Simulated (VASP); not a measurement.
# TiSi16 (a cell with a defect) in VASP: a series of runs, part 2 of 2

VASP 6.6.1.

### Step 3. Single point, PBE+D3(BJ)

The input, INCAR:

```
SYSTEM = TiSi16
PREC = Accurate
ENCUT = 520
EDIFF = 1E-6
ISMEAR = 0
SIGMA = 0.02
LREAL = Auto
LASPH = .TRUE.
NELM = 80
ALGO = Normal
ISIF = 2
LWAVE = .FALSE.
LCHARG = .FALSE.
GGA = PE
IVDW = 12
NBANDS = 52
```

The input, KPOINTS:

```
Automatic mesh
0
G
  2 2 2
  0 0 0
```

The input, POSCAR:

```
TiSi16
1.0
    0.0000000000      5.4300000000      5.4300000000
    5.4300000000      0.0000000000      5.4300000000
    5.4300000000      5.4300000000      0.0000000000
Si Ti
16 1
Direct
    0.0113444751     -0.0346002762      0.0106382136
    0.1158834254      0.1208322284      0.1152340700
   -0.0298909761      0.0048891344      0.5120631676
    0.1154679558      0.1220108656      0.6464863720
    0.0005428177      0.4930881215     -0.0002708103
    0.1359733886      0.5938162983      0.1348875691
    0.0001699816      0.4942270718      0.5060712707
    0.1159956722      0.6322687845      0.6259818600
    0.5127430939      0.0048386740     -0.0305749540
    0.6472709024      0.1219434622      0.1147283610
    0.5121232965      0.0064781768      0.5113765193
    0.6123521179      0.1638158379      0.6117360958
    0.5071559853      0.4942014733     -0.0008081031
    0.6267950276      0.6322169429      0.1153154696
    0.4888976980      0.5352976980      0.4881754144
    0.6264269797      0.6335264273      0.6254503683
    0.3395195212      0.9816165746      0.3388961326
```

Potentials or basis: VASP PAW PBE potentials, release 64 (Si, Ti_sv).

Started as:

```sh
$ cat potpaw_PBE.64/Si/POTCAR potpaw_PBE.64/Ti_sv/POTCAR > POTCAR
$ mpirun -np 1 vasp_std > vasp.out
```

OUTCAR:

```text
SYSTEM = TiSi16
   PREC = Accurate
   ENCUT = 520
   EDIFF = 1E-6
   ISMEAR = 0
   LREAL = Auto
   LASPH = .TRUE.
   NELM = 80
   ISIF = 2
   GGA = PE
   IVDW = 12
 IVDW          = 12

 ion  position               nearest neighbor table
   1  0.011  0.965  0.011-  10 2.29   4 2.30   2 2.30   6 2.33
   2  0.116  0.121  0.115-   1 2.30   5 2.34   3 2.49   9 2.49  17 2.51
   3  0.970  0.005  0.512-  12 2.26   8 2.34  17 2.41   2 2.49   4 2.49
   4  0.115  0.122  0.646-   1 2.30   7 2.34  11 2.49   3 2.49  17 2.52
   5  0.001  0.493  1.000-   6 2.33   2 2.34  14 2.35   8 2.35
   6  0.136  0.594  0.135-   1 2.33  13 2.33   7 2.33   5 2.33
   7  0.000  0.494  0.506-   6 2.33   4 2.34   8 2.35  16 2.35
   8  0.116  0.632  0.626-   3 2.34  15 2.35   7 2.35   5 2.35
   9  0.513  0.005  0.969-  12 2.26  14 2.34  17 2.41   2 2.49  10 2.49
  10  0.647  0.122  0.115-   1 2.29  13 2.34  11 2.49   9 2.49  17 2.52
  11  0.512  0.006  0.511-  12 2.26  16 2.34  17 2.41  10 2.49   4 2.49
  12  0.612  0.164  0.612-   9 2.26  11 2.26   3 2.26  15 2.33
  13  0.507  0.494  0.999-   6 2.33  10 2.34  14 2.35  16 2.35
  14  0.627  0.632  0.115-   9 2.34  15 2.34  13 2.35   5 2.35
  15  0.489  0.535  0.488-  12 2.33  14 2.34   8 2.35  16 2.35  17 2.80
  16  0.626  0.634  0.625-  11 2.34  15 2.35  13 2.35   7 2.35
  17  0.340  0.982  0.339-   3 2.41   9 2.41  11 2.41   2 2.51   4 2.52  10 2.52  15 2.80

  LATTYP: Found a face centered cubic cell.
 ALAT       =    10.8600000000

  Lattice vectors:

 A1 = (   0.0000000000,   5.4300000000,   5.4300000000)
 A2 = (   5.4300000000,   0.0000000000,   5.4300000000)
 A3 = (   5.4300000000,   5.4300000000,   0.0000000000)

Analysis of symmetry for initial positions (statically):
=====================================================================
 Subroutine PRICEL returns:
 Original cell was already a primitive cell.

 Routine SETGRP: Setting up the symmetry group for a
 face centered cubic supercell.

 Subroutine GETGRP returns: Found  1 space group operations
 (whereof  1 operations were pure point group operations)
 out of a pool of 48 trial point group operations.

The static configuration has the point symmetry C_1 .

Analysis of symmetry for dynamics (positions and initial velocities):
=====================================================================
 Subroutine PRICEL returns:
 Original cell was already a primitive cell.

 Routine SETGRP: Setting up the symmetry group for a
 face centered cubic supercell.

 Subroutine GETGRP returns: Found  1 space group operations
 (whereof  1 operations were pure point group operations)
 out of a pool of 48 trial point group operations.

The dynamic configuration has the point symmetry C_1 .

 Subroutine INISYM returns: Found  1 space group operations
 (whereof  1 operations are pure point group operations),
 and found     1 'primitive' translations

----------------------------------------------------------------------------------------

                                     Primitive cell

  volume of cell :     320.2060

  direct lattice vectors                    reciprocal lattice vectors
     0.000000000  5.430000000  5.430000000    -0.092081031  0.092081031  0.092081031
     5.430000000  0.000000000  5.430000000     0.092081031 -0.092081031  0.092081031
     5.430000000  5.430000000  0.000000000     0.092081031  0.092081031 -0.092081031

  length of vectors
[... 78 lines left out ...]
   number of dos      NEDOS =    301   number of ions     NIONS =     17
   total plane-waves  NPLWV = 216000
   dimension x,y,z NGX =    60 NGY =   60 NGZ =   60
   dimension x,y,z NGXF=   120 NGYF=  120 NGZF=  120
   ions per type =              16   1
   NGX,Y,Z   is equivalent  to a cutoff of  12.99, 12.99, 12.99 a.u.
   NGXF,Y,Z  is equivalent  to a cutoff of  25.98, 25.98, 25.98 a.u.
 SYSTEM =  TiSi16
   PREC   = accura    normal or accurate (medium, high low for compatibility)
   ISTART =      0    job   : 0-new  1-cont  2-samecut
   ICHARG =      2    charge: 1-file 2-atom 10-const
   ISPIN  =      1    spin polarized calculation?
   LNONCOLLINEAR =      F non collinear calculations
   LSORBIT =      F    spin-orbit coupling
   LASPH  =      T    aspherical Exc in radial PAW
   ENCUT  =  520.0 eV  38.22 Ry    6.18 a.u.  14.28 14.28 14.28*2*pi/ulx,y,z
   NELM   =     80;   NELMIN=  2; NELMDL= -5     # of ELM steps
   EDIFF  = 0.1E-05   stopping-criterion for ELM
   LREAL  =      T    real-space projection
   EDIFFG = 0.1E-04   stopping-criterion for IOM
   NSW    =      0    number of steps for IOM
   IBRION =     -1    ionic relax: 0-MD 1-quasi-New 2-CG
   NFREE  =      0    steps in history (QN), initial steepest desc. (CG)
   ISIF   =      2    stress and relaxation
   ISYM   =      2    0-nonsym 1-usesym 2-fastsym
   POTIM  = 0.5000    time-step for ionic-motion
   TEBEG  =    0.0;   TEEND  =   0.0 temperature during run
   PSTRESS=    0.0 pullay stress
   NELECT =      76.0000    total number of electrons
   NUPDOWN=      -1.0000    fix difference up-down
   EMIN   =  10.00;   EMAX   =-10.00  energy-range for DOS
   EFERMI =   0.00;   METHOD = LEGACY
   ISMEAR =     0;   SIGMA  =   0.02  broadening in eV -4-tet -1-fermi 0-gaus
   EFERMI_NEDOS =   21; number of points for ismear=-14 and -15
   IALGO  =     38    algorithm
   IMIX   =      4    mixing-type and parameters
     AMIX     =   0.40;   BMIX     =  1.00
     AMIX_MAG =   1.60;   BMIX_MAG =  1.00
  volume/ion in A,a.u.               =      18.84       127.11
  Fermi-wavevector in a.u.,A,eV,Ry     =   1.013607  1.915439 13.978610  1.027399
  Thomas-Fermi vector in A             =   2.146786
   LORBIT       =      0    0 simple, 1 ext, 2 COOP (PROOUT), +10 PAW based schemes
   GGA     = PE    functional components
   LHFCALC =     F    Hartree Fock is set to
   AEXX    =    0.0000 exact exchange contribution
   IVDW    =    12    specifies the selected vdW correction
   LEPSILON=     F    determine dielectric tensor
   LRPA    =     F    only Hartree local field effects (RPA)
 non-spin polarized calculation
 Gauss-broadening in eV      SIGMA  =   0.02
  energy-cutoff  :      520.00
  volume of cell :      320.21
 maximum number of plane-waves:      8646
 NGX is ok and might be reduce to    60
   NGX = 29   NGY = 29   NGZ = 29

 number of electron      76.0000000 magnetization

 Free energy of the ion-electron system (eV)
  ---------------------------------------------------
  ext. energy  EPLUGINS =         0.00000000
  ---------------------------------------------------
  free energy    TOTEN  =       -91.09432168 eV

  energy without entropy =      -91.09051245  energy(sigma->0) =      -91.09241707

 E-fermi :   6.9061     XC(G=0):  -9.7569

 val. band max:        6.9015565375   @ k =   0.0000   0.0000   0.5000
 cond. band min:       6.9815253581   @ k =   0.5000   0.0000   0.5000
 fundamental gap:      0.0799688205
 Fermi energy:         6.9060835001

 k-point     1 :       0.0000    0.0000    0.0000
  band No.  band energies     occupation
      1     -49.9835      2.00000
      2     -26.4269      2.00000
      3     -26.3125      2.00000
      4     -26.3088      2.00000
      5      -5.6908      2.00000
      6      -3.5005      2.00000
[... 413 lines left out ...]
     49       9.9290      0.00000
     50      10.4737      0.00000
 [bands above 50 left out]

------------------------ aborting loop because EDIFF is reached ----------------------------------------

 Edisp (eV)   -5.83814

 E8    (eV) :    -2.4421

  FORCE on cell =-STRESS in cart. coord.  units (eV):
  Direction    XX          YY          ZZ          XY          YZ          ZX
  --------------------------------------------------------------------------------------
  -------------------------------------------------------------------------------------
  Total       3.93200     3.92757     3.92760     1.22062     1.22070    -1.26492
  in kB      19.67411    19.65193    19.65209     6.10748     6.10788    -6.32911
  external pressure =       19.66 kB  Pullay stress =        0.00 kB

 VOLUME and BASIS-vectors are now :
 -----------------------------------------------------------------------------
  energy-cutoff  :      520.00
  volume of cell :      320.21
      direct lattice vectors                 reciprocal lattice vectors
     0.000000000  5.430000000  5.430000000    -0.092081031  0.092081031  0.092081031
     5.430000000  0.000000000  5.430000000     0.092081031 -0.092081031  0.092081031
     5.430000000  5.430000000  0.000000000     0.092081031  0.092081031 -0.092081031

 POSITION                                       TOTAL-FORCE (eV/Angst)
 -----------------------------------------------------------------------------------
      5.29989      0.11937      5.30372         0.028894     -0.013177      0.035538
      1.28184      1.25497      1.28537         0.061516      0.057807      0.062956
      2.80705      8.04819      5.29424         0.175476     -0.172321      0.038430
      4.17294      4.13741      1.28951        -0.068665     -0.066724      0.071390
      8.10600      5.43148      2.68042         0.064507     -0.044285      0.064475
      3.95686      1.47078      3.96276         0.049919     -0.055434      0.047651
[... 9 lines left out ...]
      6.83624      6.79769      6.84155         0.107039     -0.037454      0.108234
      7.17038      3.68380      7.17377        -1.203886      1.237898     -1.205183
 -----------------------------------------------------------------------------------
    total drift:                                0.001485      0.012870     -0.003938

  FREE ENERGIE OF THE ION-ELECTRON SYSTEM (eV)
  ---------------------------------------------------
  free  energy   TOTEN  =       -96.9324592326 eV

  energy  without entropy=      -96.9286500064  energy(sigma->0) =      -96.93055462
```

It took 8.9 min on 1 thread of Intel Xeon 8259CL, shared host; peak memory 0.49 GiB.

Results:

```yaml
Free_energy: -96.9325 eV
Pressure: 2.0 GPa
Largest_force: 2.106 eV/Å
Band_gap_on_the_k_mesh: zero (bands 38 and 39 overlap by 0.34 eV)
Dispersion_energy_per_atom: -0.343 eV
```

Forces in eV/Å, atoms in the order of the input:
```
Si   0.029 -0.013  0.036
Si   0.062  0.058  0.063
Si   0.175 -0.172  0.038
Si  -0.069 -0.067  0.071
Si   0.065 -0.044  0.064
Si   0.050 -0.055  0.048
Si   0.042 -0.062  0.059
Si   0.105 -0.107  0.038
Si   0.042 -0.167  0.171
Si   0.075 -0.071 -0.075
Si   0.156 -0.056  0.158
Si   0.148 -0.143  0.153
Si   0.058 -0.062  0.042
Si   0.036 -0.108  0.108
Si   0.122 -0.129  0.123
Si   0.107 -0.037  0.108
Ti  -1.204  1.238 -1.205
```

Caveat: the k points lie up to 0.50 Å⁻¹ apart.

### Step 4. Single point, PBE+D3(BJ)

The input, INCAR:

```
SYSTEM = TiSi16
PREC = Accurate ; ENCUT = 520
EDIFF = 1E-7 ; ISMEAR = 0
SIGMA = 0.02 ; LREAL = Auto
LASPH = .True. ; NELM = 100
ALGO = Normal ; ISIF = 2
LWAVE = .False. ; LCHARG = .False.
GGA = PE ; IVDW = 12
NBANDS = 52
```

The input, KPOINTS:

```
Automatic mesh
0
Gamma
  2 2 2
  0 0 0
```

The input, POSCAR:

```
TiSi16
1.0
    0.0000000000      5.4300000000      5.4300000000
    5.4300000000      0.0000000000      5.4300000000
    5.4300000000      5.4300000000      0.0000000000
Si Ti
16 1
Direct
    0.0126000000     -0.0388132597      0.0123642726
    0.1124727440      0.1192852670      0.1123189687
   -0.0224889503      0.0031138122      0.5095073665
    0.1118768877      0.1207476059      0.6548546041
   -0.0003500921      0.4916530387     -0.0006664825
    0.1373267035      0.5895419890      0.1367147330
   -0.0007574586      0.4929817680      0.5092458564
    0.1187918048      0.6309566298      0.6255212707
    0.5097028545      0.0030783610     -0.0226890424
    0.6551079190      0.1206793738      0.1116469613
    0.5092784530      0.0045307551      0.5090103131
    0.6134996317      0.1599066298      0.6133732965
    0.5098418969      0.4929566298     -0.0012422652
    0.6258456722      0.6309211786      0.1185808471
    0.4899755064      0.5316651934      0.4897524862
    0.6254999079      0.6321488950      0.6250124309
    0.2871793738      1.1377552486      0.2870101289
```

Started as:

```sh
$ cat potpaw_PBE.64/Si/POTCAR potpaw_PBE.64/Ti_sv/POTCAR > POTCAR
$ mpirun -np 1 vasp_std > vasp.out
```

Run time: 12 min. Hardware: 1 thread of Intel Xeon 8259CL, shared host; peak memory 0.49 GiB.

Results (log left out):

- Free energy: -96.8557 eV
- Pressure: 2.1 GPa
- Largest force: 2.056 eV/Å
- Band gap on the k mesh: zero (bands 38 and 39 overlap by 0.37 eV)
- Dispersion energy per atom: -0.343 eV

Forces in eV/Å, atoms in the order of the input:
```
Si  -0.152  0.159 -0.149
Si  -0.177  0.018 -0.176
Si  -0.054  0.058  0.060
Si  -0.021  0.168 -0.167
Si  -0.106  0.036 -0.106
Si  -0.134  0.135 -0.135
Si  -0.035  0.106 -0.106
Si  -0.064  0.060 -0.040
Si   0.064  0.061 -0.056
Si  -0.163  0.164 -0.026
Si  -0.076 -0.080 -0.074
Si  -0.020  0.038 -0.015
Si  -0.106  0.106 -0.036
Si  -0.041  0.058 -0.063
Si  -0.048  0.044 -0.049
Si  -0.059  0.041 -0.061
Ti   1.191 -1.170  1.200
```

Stress tensor (GPa, compression positive):
```
 2.11  0.67 -0.68
 0.67  2.10  0.67
-0.68  0.67  2.11
```

Levels at points of the mesh, in eV from the Fermi level:
| k point | band 34 | band 35 | band 36 | band 37 | band 38 | band 39 | band 40 | band 41 | band 42 | band 43 |
| --- | --- | --- | --- | --- | --- | --- | --- | --- | --- | --- |
| (0.00, 0.00, 0.00) | -1.20 | -1.20 | -0.76 | -0.45 | -0.27 | -0.26 | -0.13 | -0.13 | 0.10 | 0.38 |
| (0.50, 0.00, 0.00) | -1.64 | -1.44 | -1.30 | -0.44 | -0.01 | 0.20 | 0.56 | 0.62 | 0.77 | 0.82 |
| (0.00, 0.50, 0.00) | -2.24 | -1.38 | -1.38 | -0.18 | -0.18 | -0.06 | 0.69 | 0.71 | 0.78 | 1.23 |
| (0.00, 0.00, 0.50) | -1.64 | -1.44 | -1.30 | -0.44 | 0.00 | 0.20 | 0.56 | 0.62 | 0.77 | 0.82 |
| (0.50, 0.50, 0.50) | -1.63 | -1.45 | -1.30 | -0.44 | -0.01 | 0.20 | 0.56 | 0.63 | 0.77 | 0.82 |
| (0.50, 0.50, 0.00) | -2.11 | -1.88 | -1.84 | -0.27 | 0.10 | 0.28 | 0.48 | 0.93 | 0.98 | 1.41 |
| (0.00, 0.50, 0.50) | -2.11 | -1.88 | -1.84 | -0.27 | 0.10 | 0.28 | 0.48 | 0.93 | 0.98 | 1.41 |
| (0.50, 0.00, 0.50) | -2.11 | -1.88 | -1.84 | -0.26 | 0.11 | 0.28 | 0.48 | 0.93 | 0.98 | 1.41 |

Caveat: the k points lie up to 0.50 Å⁻¹ apart.

### Step 5. Single point, PBE+D3(BJ)

The input, INCAR:

```
  PREC = Accurate
  ENCUT = 520
  EDIFF = 1E-7
  ISMEAR = 0
  SIGMA = 0.02
  LREAL = Auto
  LASPH = True
  NELM = 80
  ALGO = Normal
  ISIF = 2
  LWAVE = False
  LCHARG = False
  GGA = PE
  IVDW = 12
  NBANDS = 52
```

The input, KPOINTS:

```
regular mesh
0
Gamma
  2 2 2
```

The input, POSCAR:

```
TiSi16
1.0
    0.0000000000      5.4300000000      5.4300000000
    5.4300000000      0.0000000000      5.4300000000
    5.4300000000      5.4300000000      0.0000000000
Si Ti
16 1
Direct
    0.0106306630     -0.0329761510      0.0106155617
    0.1188261510      0.1130987109      0.1189079190
   -0.0173166667      0.0034676796      0.5068704420
    0.1183606814      0.1143231123      0.6485185083
   -0.0015046041      0.4911469613     -0.0015458564
    0.1326336096      0.6032168508      0.1322811234
   -0.0016264273      0.4921623389      0.5118634438
    0.1203809392      0.6300150092      0.6252277164
    0.5068123389      0.0034294659     -0.0172445672
    0.6485829650      0.1142575506      0.1183466851
    0.5065857274      0.0045249540      0.5065678637
    0.6145567219      0.1566537753      0.6146182320
    0.5121869245      0.4921136280     -0.0018233886
    0.6252830571      0.6299751381      0.1204248619
    0.4912170350      0.5276759669      0.4912522099
    0.6251029466      0.6309604052      0.6249051565
    0.2630069061      1.2103844383      0.2629943831
```

Started as:

```sh
$ cat potpaw_PBE.64/Si/POTCAR potpaw_PBE.64/Ti_sv/POTCAR > POTCAR
$ mpirun -np 1 vasp_std > vasp.out
```

Wall time 11 min (1 thread of Intel Xeon 8259CL, shared host); peak memory 0.49 GiB.

It converged, with:

```yaml
Free_energy: -97.8472 eV
Pressure: 0.8 GPa
Largest_force: 1.227 eV/Å
Band_gap_on_the_k_mesh: zero (bands 38 and 39 overlap by 0.31 eV)
Dispersion_energy_per_atom: -0.343 eV
```

Forces on the atoms (eV/Å):
```
Si   0.025 -0.002  0.029
Si  -0.052  0.227 -0.051
Si  -0.067  0.070  0.050
Si  -0.241  0.040 -0.035
Si  -0.064  0.001 -0.064
Si   0.099 -0.101  0.097
Si  -0.014  0.068 -0.072
Si  -0.055  0.053 -0.026
Si   0.049  0.070 -0.066
Si  -0.033  0.037 -0.243
Si  -0.076 -0.042 -0.075
Si  -0.060  0.063 -0.060
Si  -0.071  0.067 -0.016
Si  -0.027  0.052 -0.055
Si  -0.072  0.064 -0.072
Si  -0.054  0.028 -0.055
Ti   0.713 -0.696  0.716
```

Stress tensor (GPa, compression positive):
```
 0.80  0.10 -0.12
 0.10  0.89  0.10
-0.12  0.10  0.79
```

Levels at points of the mesh, in eV from the Fermi level:
```tsv
k point	band 34	band 35	band 36	band 37	band 38	band 39	band 40	band 41
(0.00, 0.00, 0.00)	-1.03	-1.03	-0.89	-0.54	-0.31	-0.30	-0.04	-0.04
(0.50, 0.00, 0.00)	-1.86	-1.35	-1.31	-0.20	0.01	0.28	0.29	0.55
(0.00, 0.50, 0.00)	-1.97	-1.34	-1.34	-0.33	-0.08	-0.07	0.58	0.59
(0.00, 0.00, 0.50)	-1.86	-1.35	-1.32	-0.20	0.01	0.28	0.29	0.55
(0.50, 0.50, 0.50)	-1.85	-1.35	-1.32	-0.20	0.01	0.28	0.29	0.55
(0.50, 0.50, 0.00)	-1.99	-1.95	-1.82	-0.57	0.00	0.48	0.72	1.11
(0.00, 0.50, 0.50)	-1.99	-1.95	-1.82	-0.57	0.00	0.48	0.72	1.11
(0.50, 0.00, 0.50)	-1.99	-1.95	-1.82	-0.57	0.01	0.48	0.72	1.12
```

Caveat: the k points lie up to 0.50 Å⁻¹ apart.

### Step 6. Summary

```csv
cell,gap on the mesh (eV),pressure (GPa),largest force (eV/Å)
"as given, atomic positions A",none,0.8,0.81
"as given, atomic positions B",none,2.0,2.11
"as given, atomic positions C",none,2.1,2.06
"as given, atomic positions D",none,0.8,1.23
```

Alike in all rows: task single point; level PBE+D3(BJ); potentials or basis VASP PAW PBE potentials, release 64 (Si, Ti_sv); no spin polarisation; k mesh 2 × 2 × 2; cutoff (eV) 520; smearing gaussian 0.02 eV.

Caveats: all runs use coarse meshes.

Total energies depend on the potentials used, so only differences within one code and one set of settings carry meaning.

The gap in the log of VASP goes by the Fermi energy; the results here count the filled bands.